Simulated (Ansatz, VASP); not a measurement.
# Cd in VASP and in Ansatz

```xyz
2
Lattice="3.0533 0.0000 0.0000 -1.5267 2.6443 0.0000 0.0000 0.0000 5.8985" Properties=species:S:1:pos:R:3 pbc="T T T"
Cd    0.0000    1.7628    1.4746
Cd    1.5267    0.8814    4.4239
```

Change from the starting cell: strain +0.025 along x and y, +0.050 along z, atoms carried along.

Alike in both runs: task single point; functional PBE; k mesh 18 × 18 × 8; occupations gaussian, width 0.15 eV; no spin polarisation.

|  | VASP | Ansatz |
| --- | --- | --- |
| version | VASP 6.6.1 | Ansatz 0.2.0 |
| potentials or method | VASP PAW PBE potentials, release 64 (Cd), cutoff 500 eV | scalar-relativistic, plane waves, PAW |
| valence electrons in the cell | 24 | 40 |

```csv
,VASP,Ansatz,Ansatz less VASP
gap on the k mesh at the Fermi level (eV),none,none,-
pressure (GPa),-1.2,-1.5,-0.23
"traceless stress, the component that is largest in VASP (GPa)",0.15,0.26,+0.107
```

A gap of «none» marks a metal or a gap that the smearing closes. The functional is the same, so the differences come from potentials, cutoffs and numerics. VASP's potentials hold 24 valence electrons a cell and Ansatz's 40, so a difference there can come from the potentials and not from the codes.
